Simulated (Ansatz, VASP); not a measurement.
One calculation of HfAl2N3, two programs

```
Hf Al N
1.0
     3.24329    0.00000    0.00000
    -1.62165    2.80877    0.00000
     0.00000    0.00000   15.98392
Hf Al N
2 4 6
Direct
  0.66667 0.33333 0.82560
  0.33333 0.66667 0.01338
  0.66667 0.33333 0.18578
  0.66667 0.33333 0.49308
  0.33333 0.66667 0.33936
  0.33333 0.66667 0.64658
  0.66667 0.33333 0.30601
  0.66667 0.33333 0.61340
  0.66667 0.33333 0.95912
  0.33333 0.66667 0.15157
  0.33333 0.66667 0.45960
  0.33333 0.66667 0.76650
```

Alike in both runs: task relaxation of cell and atoms; functional PBE; k mesh 12 × 12 × 4; occupations gaussian, width 0.1 eV; no spin polarisation.

|  | VASP | Ansatz |
| --- | --- | --- |
| version | VASP 6.6.1 | Ansatz 0.2.0 |
| potentials or method | VASP PAW PBE potentials, release 64 (Hf_pv, Al, N), cutoff 600 eV | scalar-relativistic, plane waves, PAW |
| valence electrons in the cell | 62 | 94 |

VASP gave:

* gap on the k mesh at the Fermi level, each at its own relaxed structure (eV): none
* relaxed volume (Å³/atom): 12.08
* relaxed length of the cell vector where the two differ most in proportion (Å): 15.946

Question: Which values does Ansatz return?

Answer: gap on the k mesh at the Fermi level, each at its own relaxed structure (eV): none; relaxed volume (Å³/atom): 12.12; relaxed length of the cell vector where the two differ most in proportion (Å): 15.967.

A gap of «none» marks a metal or a gap that the smearing closes. VASP's potentials hold 62 valence electrons a cell and Ansatz's 94, so a difference there can come from the potentials and not from the codes.

Neither program's run includes spin-orbit coupling.
